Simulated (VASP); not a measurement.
# Bi (I4/mmm) in VASP: a series of runs

The runs below take Bi through single point, with PBE+D3(BJ).

Program: VASP 6.6.1. These are calculated values, not measurements. Logs are shortened: lines on timing, memory, paths and dates and some standing lists are left out, and cuts for length are marked.

### Step 1. The cell of the first run

It takes space group I4/mmm (No. 139, tetragonal). The conventional cell has a = 3.988 Å, b = 3.988 Å, c = 3.782 Å, α = 90.00°, β = 90.00°, γ = 90.00°. Within 4.5 Å of Bi (site symmetry 4/mmm) lie 14 Bi at 3.39 to 3.99 Å.

### Step 2. Single point, PBE+D3(BJ)

The input, INCAR:

```
SYSTEM = Bi
PREC = Accurate ; ENCUT = 520
EDIFF = 1E-6 ; ISMEAR = 0
SIGMA = 0.15 ; LREAL = .False.
LASPH = .True. ; NELM = 100
ALGO = Fast ; ISIF = 2
LWAVE = .False. ; LCHARG = .False.
GGA = PE ; IVDW = 12
NBANDS = 14
```

The input, KPOINTS:

```
Automatic mesh
0
Gamma
  16 16 16
  0 0 0
```

The input, POSCAR:

```
Bi
1.0
   -1.9937596979      1.9937596979      1.8908875759
    1.9937596979     -1.9937596979      1.8908875759
    1.9937596979      1.9937596979     -1.8908875759
Bi
1
Direct
    0.0000000000      0.0000000000      0.0000000000
```

Potentials or basis: VASP PAW PBE potentials, release 64 (Bi_d).

Run with:

```bash
cat potpaw_PBE.64/Bi_d/POTCAR > POTCAR
mpirun -np 1 vasp_std > vasp.out
```

OUTCAR:

```text
SYSTEM = Bi
   PREC = Accurate
   ENCUT = 520
   EDIFF = 1E-6
   ISMEAR = 0
   LREAL = .False.
   LASPH = .True.
   NELM = 100
   ISIF = 2
   GGA = PE
   IVDW = 12
 IVDW          = 12

 ion  position               nearest neighbor table
   1  0.000  0.000  0.000-

  LATTYP: Found a body centered tetragonal cell.
 ALAT       =     3.9875193958
 C/A-ratio  =     0.9484029484

  Lattice vectors:

 A1 = (  -1.9937596979,   1.9937596979,   1.8908875759)
 A2 = (   1.9937596979,  -1.9937596979,   1.8908875759)
 A3 = (   1.9937596979,   1.9937596979,  -1.8908875759)

Analysis of symmetry for initial positions (statically):
=====================================================================
 Subroutine PRICEL returns:
 Original cell was already a primitive cell.

 Routine SETGRP: Setting up the symmetry group for a
 body centered tetragonal supercell.

 Subroutine GETGRP returns: Found 16 space group operations
 (whereof 16 operations were pure point group operations)
 out of a pool of 16 trial point group operations.

The static configuration has the point symmetry D_4h.

Analysis of symmetry for dynamics (positions and initial velocities):
=====================================================================
 Subroutine PRICEL returns:
 Original cell was already a primitive cell.

 Routine SETGRP: Setting up the symmetry group for a
 body centered tetragonal supercell.

 Subroutine GETGRP returns: Found 16 space group operations
 (whereof 16 operations were pure point group operations)
 out of a pool of 16 trial point group operations.

The dynamic configuration has the point symmetry D_4h.

 Subroutine INISYM returns: Found 16 space group operations
 (whereof 16 operations are pure point group operations),
 and found     1 'primitive' translations

----------------------------------------------------------------------------------------

                                     Primitive cell

  volume of cell :      30.0657

  direct lattice vectors                    reciprocal lattice vectors
    -1.993759698  1.993759698  1.890887576     0.000000000  0.250782479  0.264426086
     1.993759698 -1.993759698  1.890887576     0.250782479  0.000000000  0.264426086
     1.993759698  1.993759698 -1.890887576     0.250782479  0.250782479  0.000000000

  length of vectors
     3.394939070  3.394939070  3.394939070     0.364435189  0.364435189  0.354659983

  position of ions in fractional coordinates (direct lattice)
     0.000000000  0.000000000  0.000000000

  ion indices of the primitive-cell ions
   primitive index   ion index
                 1           1

----------------------------------------------------------------------------------------

 KPOINTS: Automatic mesh

Automatic generation of k-mesh.
 Grid dimensions read from file:
 generate k-points for:   16   16   16

 Generating k-lattice:

  Cartesian coordinates                     Fractional coordinates (reciprocal lattice)
     0.000000000  0.015673905  0.016526630     0.062500000  0.000000000  0.000000000
     0.015673905  0.000000000  0.016526630     0.000000000  0.062500000  0.000000000
     0.015673905  0.015673905  0.000000000     0.000000000  0.000000000  0.062500000

  Length of vectors
     0.022777199  0.022777199  0.022166249

  Shift w.r.t. Gamma in fractional coordinates (k-lattice)
     0.000000000  0.000000000  0.000000000

 Subroutine IBZKPT returns following result:
 ===========================================

 Found    349 irreducible k-points:

 Following reciprocal coordinates:
            Coordinates               Weight
  0.000000  0.000000  0.000000      1.000000
  0.062500  0.000000  0.000000      8.000000
  0.125000  0.000000  0.000000      8.000000
  0.187500 -0.000000  0.000000      8.000000
  0.250000  0.000000  0.000000      8.000000
  0.312500  0.000000  0.000000      8.000000
[... 16 lines left out ...]
 -0.125000  0.062500  0.000000     16.000000
 -0.062500  0.062500  0.000000      4.000000
 [... further k-points ...]
   k-points           NKPTS =    349   k-points in BZ     NKDIM =    349   number of bands    NBANDS=     14
   number of dos      NEDOS =    301   number of ions     NIONS =      1
   total plane-waves  NPLWV =  21952
   dimension x,y,z NGX =    28 NGY =   28 NGZ =   28
   dimension x,y,z NGXF=    56 NGYF=   56 NGZF=   56
   ions per type =               1
   NGX,Y,Z   is equivalent  to a cutoff of  13.71, 13.71, 13.71 a.u.
   NGXF,Y,Z  is equivalent  to a cutoff of  27.42, 27.42, 27.42 a.u.
 SYSTEM =  Bi
   PREC   = accura    normal or accurate (medium, high low for compatibility)
   ISTART =      0    job   : 0-new  1-cont  2-samecut
   ICHARG =      2    charge: 1-file 2-atom 10-const
   ISPIN  =      1    spin polarized calculation?
   LNONCOLLINEAR =      F non collinear calculations
   LSORBIT =      F    spin-orbit coupling
   LASPH  =      T    aspherical Exc in radial PAW
   ENCUT  =  520.0 eV  38.22 Ry    6.18 a.u.   6.31  6.31  6.31*2*pi/ulx,y,z
   NELM   =    100;   NELMIN=  2; NELMDL= -5     # of ELM steps
   EDIFF  = 0.1E-05   stopping-criterion for ELM
   LREAL  =      F    real-space projection
   EDIFFG = 0.1E-04   stopping-criterion for IOM
   NSW    =      0    number of steps for IOM
   IBRION =     -1    ionic relax: 0-MD 1-quasi-New 2-CG
   NFREE  =      0    steps in history (QN), initial steepest desc. (CG)
   ISIF   =      2    stress and relaxation
   ISYM   =      2    0-nonsym 1-usesym 2-fastsym
   POTIM  = 0.5000    time-step for ionic-motion
   TEBEG  =    0.0;   TEEND  =   0.0 temperature during run
   PSTRESS=    0.0 pullay stress
   NELECT =      15.0000    total number of electrons
   NUPDOWN=      -1.0000    fix difference up-down
   EMIN   =  10.00;   EMAX   =-10.00  energy-range for DOS
   EFERMI =   0.00;   METHOD = LEGACY
   ISMEAR =     0;   SIGMA  =   0.15  broadening in eV -4-tet -1-fermi 0-gaus
   EFERMI_NEDOS =   21; number of points for ismear=-14 and -15
   IALGO  =     68    algorithm
   IMIX   =      4    mixing-type and parameters
     AMIX     =   0.40;   BMIX     =  1.00
     AMIX_MAG =   1.60;   BMIX_MAG =  1.00
  volume/ion in A,a.u.               =      30.07       202.89
  Fermi-wavevector in a.u.,A,eV,Ry     =   1.298419  2.453656 22.937946  1.685891
  Thomas-Fermi vector in A             =   2.429748
   LORBIT       =      0    0 simple, 1 ext, 2 COOP (PROOUT), +10 PAW based schemes
   GGA     = PE    functional components
   LHFCALC =     F    Hartree Fock is set to
   AEXX    =    0.0000 exact exchange contribution
   IVDW    =    12    specifies the selected vdW correction
   LEPSILON=     F    determine dielectric tensor
   LRPA    =     F    only Hartree local field effects (RPA)
 non-spin polarized calculation
 RMM-DIIS sequential band-by-band and
 Gauss-broadening in eV      SIGMA  =   0.15
  energy-cutoff  :      520.00
  volume of cell :       30.07
 maximum number of plane-waves:       824
 NGX is ok and might be reduce to    28
   NGX = 13   NGY = 13   NGZ = 13

 number of electron      15.0000002 magnetization

 Free energy of the ion-electron system (eV)
  ---------------------------------------------------
  ext. energy  EPLUGINS =         0.00000000
  ---------------------------------------------------
  free energy    TOTEN  =        -3.74215247 eV

  energy without entropy =       -3.73414800  energy(sigma->0) =       -3.73815023

 E-fermi :   8.3475     XC(G=0): -10.4579

 val. band max:        8.3434029754   @ k =  -0.1250  -0.1875   0.0625
 cond. band min:       8.3562266364   @ k =   0.3125   0.1875   0.1250
 fundamental gap:      0.0128236609
 Fermi energy:         8.3475207845

 k-point     1 :       0.0000    0.0000    0.0000
  band No.  band energies     occupation
      1     -14.7229      2.00000
      2     -14.7065      2.00000
      3     -14.7065      2.00000
      4     -14.5851      2.00000
      5     -14.5578      2.00000
      6      -5.4108      2.00000
      7      13.6085      0.00000
      8      13.6085      0.00000
      9      13.9270      0.00000
     10      17.8878      0.00000
     11      18.6910      0.00000
     12      18.6910      0.00000
     13      19.3019      0.00000
     14      19.5992      0.00000

 k-point     2 :       0.0625    0.0000    0.0000
  band No.  band energies     occupation
      1     -14.7206      2.00000
      2     -14.7040      2.00000
      3     -14.7018      2.00000
      4     -14.5851      2.00000
      5     -14.5596      2.00000
      6      -5.3348      2.00000
      7      12.9540      0.00000
      8      13.3631      0.00000
      9      13.6871      0.00000
     10      18.0061      0.00000
     11      18.2943      0.00000
     12      18.5940      0.00000
     13      18.9955      0.00000
     14      20.0089      0.00000

 k-point     3 :       0.1250    0.0000    0.0000
  band No.  band energies     occupation
      1     -14.7228      2.00000
      2     -14.6973      2.00000
      3     -14.6796      2.00000
      4     -14.5847      2.00000
      5     -14.5645      2.00000
      6      -5.1081      2.00000
      7      11.3424      0.00000
      8      12.7610      0.00000
      9      13.3892      0.00000
     10      17.0070      0.00000
     11      17.6640      0.00000
     12      18.8141      0.00000
     13      19.7311      0.00000
     14      20.8930      0.00000
[... 324 lines left out ...]
 k-point    23 :      -0.1250    0.0625    0.0000
  band No.  band energies     occupation
      1     -14.7175      2.00000
      2     -14.7058      2.00000
      3     -14.6835      2.00000
      4     -14.5890      2.00000
      5     -14.5611      2.00000
      6      -5.1921      2.00000
      7      11.7166      0.00000
      8      13.0967      0.00000
      9      13.4234      0.00000
     10      17.6419      0.00000
     11      17.8490      0.00000
     12      18.9779      0.00000
     13      19.1692      0.00000
     14      20.7182      0.00000

 k-point    24 :      -0.0625    0.0625    0.0000
  band No.  band energies     occupation
      1     -14.7195      2.00000
      2     -14.7080      2.00000
      3     -14.6982      2.00000
      4     -14.5872      2.00000
      5     -14.5586      2.00000
      6      -5.3392      2.00000
      7      12.7522      0.00000
      8      13.5800      0.00000
      9      13.7072      0.00000
     10      18.0049      0.00000
     11      18.5212      0.00000
     12      18.5559      0.00000
     13      18.9340      0.00000
     14      20.1575      0.00000

 [... further k-points ...]

------------------------ aborting loop because EDIFF is reached ----------------------------------------

 Edisp (eV)   -0.52421

 E8    (eV) :    -0.2576

  FORCE on cell =-STRESS in cart. coord.  units (eV):
  Direction    XX          YY          ZZ          XY          YZ          ZX
  --------------------------------------------------------------------------------------
  -------------------------------------------------------------------------------------
  Total      -0.03857    -0.03857     0.14574     0.00000    -0.00000     0.00000
  in kB      -2.05545    -2.05545     7.76654     0.00000    -0.00000     0.00000
  external pressure =        1.22 kB  Pullay stress =        0.00 kB

 VOLUME and BASIS-vectors are now :
 -----------------------------------------------------------------------------
  energy-cutoff  :      520.00
  volume of cell :       30.07
      direct lattice vectors                 reciprocal lattice vectors
    -1.993759698  1.993759698  1.890887576     0.000000000  0.250782479  0.264426086
     1.993759698 -1.993759698  1.890887576     0.250782479  0.000000000  0.264426086
     1.993759698  1.993759698 -1.890887576     0.250782479  0.250782479  0.000000000

 POSITION                                       TOTAL-FORCE (eV/Angst)
 -----------------------------------------------------------------------------------
      0.00000      0.00000      0.00000         0.000000      0.000000     -0.000000
 -----------------------------------------------------------------------------------
    total drift:                               -0.000000     -0.000000     -0.000000

  FREE ENERGIE OF THE ION-ELECTRON SYSTEM (eV)
  ---------------------------------------------------
  free  energy   TOTEN  =        -4.2663662865 eV

  energy  without entropy=       -4.2583618222  energy(sigma->0) =       -4.26236405
```

It took 1.7 min on 1 thread of Intel Xeon 6975P-C, shared host; peak memory 0.27 GiB.

Results:

* Free energy: -4.2664 eV
* Pressure: 0.1 GPa
* Dispersion energy per atom: -0.524 eV

Levels at points of the mesh, in eV from the Fermi level:
| k point | band 3 | band 4 | band 5 | band 6 | band 7 | band 8 | band 9 | band 10 | band 11 | band 12 |
| --- | --- | --- | --- | --- | --- | --- | --- | --- | --- | --- |
| (0.00, 0.00, 0.00) | -23.05 | -22.93 | -22.91 | -13.76 | 5.26 | 5.26 | 5.58 | 9.54 | 10.34 | 10.34 |
| (0.50, 0.00, 0.00) | -22.93 | -22.91 | -22.82 | -10.43 | -5.23 | 1.48 | 3.28 | 5.89 | 7.40 | 12.59 |
| (0.50, 0.50, 0.00) | -22.94 | -22.93 | -22.83 | -10.66 | -5.35 | 2.05 | 4.10 | 6.57 | 8.24 | 11.76 |
| (0.50, 0.50, 0.50) | -22.85 | -22.85 | -22.84 | -8.28 | -2.16 | -2.16 | -1.26 | 3.29 | 3.79 | 15.50 |

Caveat: the cell differs from its parent crystal (strain +e along x and -e along y +0.0000, strain +e along z and -e/2 along x and y -0.0350); spin-orbit coupling is left out, which moves the levels of the heavy elements; pairwise dispersion overbinds metals, which lowers pressure and volume.

### Step 3. Single point, PBE+D3(BJ)

The input, INCAR:

```
SYSTEM = Bi
  ALGO = Fast
  EDIFF = 1E-6
  ENCUT = 520
  GGA = PE
  ISIF = 2
  ISMEAR = 0
  IVDW = 12
  LASPH = .TRUE.
  LCHARG = .FALSE.
  LREAL = .FALSE.
  LWAVE = .FALSE.
  NBANDS = 14
  NELM = 80
  PREC = Accurate
  SIGMA = 0.15
```

The input, KPOINTS:

```
k-points
0
G
  16 16 16
  0 0 0
```

The input, POSCAR:

```
Bi
1.0
   -1.8908875759      1.8908875759      2.0966318199
    1.8908875759     -1.8908875759      2.0966318199
    1.8908875759      1.8908875759     -2.0966318199
Bi
1
Direct
    0.0000000000      0.0000000000      0.0000000000
```

Potentials or basis: VASP PAW PBE potentials, release 64 (Bi_d).

Run with:

```bash
cat potpaw_PBE.64/Bi_d/POTCAR > POTCAR
mpirun -np 1 vasp_std > vasp.out
```

Run time: 1.8 min. Hardware: 1 thread of Intel Xeon 6975P-C, shared host; peak memory 0.27 GiB.

It converged, with:

- Free energy: -4.2579 eV
- Pressure: 0.3 GPa
- Dispersion energy per atom: -0.526 eV

Stress tensor (GPa, compression positive):
```
 0.95  0.00  0.00
 0.00  0.95  0.00
 0.00  0.00 -0.88
```

Levels at points of the mesh, in eV from the Fermi level:
| k point | band 4 | band 5 | band 6 | band 7 | band 8 | band 9 | band 10 | band 11 |
| --- | --- | --- | --- | --- | --- | --- | --- | --- |
| (0.00, 0.00, 0.00) | -22.96 | -22.92 | -13.79 | 5.18 | 5.44 | 5.44 | 9.53 | 9.78 |
| (0.50, 0.00, 0.00) | -22.93 | -22.85 | -10.64 | -5.37 | 2.07 | 4.01 | 6.58 | 8.23 |
| (0.50, 0.50, 0.00) | -22.91 | -22.83 | -10.24 | -5.13 | 1.04 | 2.53 | 5.33 | 6.71 |
| (0.50, 0.50, 0.50) | -22.85 | -22.85 | -8.38 | -2.93 | -1.29 | -1.29 | 3.27 | 3.96 |

Caveat: the cell differs from its parent crystal (strain +e along x and -e along y +0.0000, strain +e along z and -e/2 along x and y +0.0700); spin-orbit coupling is left out, which moves the levels of the heavy elements; pairwise dispersion overbinds metals, which lowers pressure and volume.
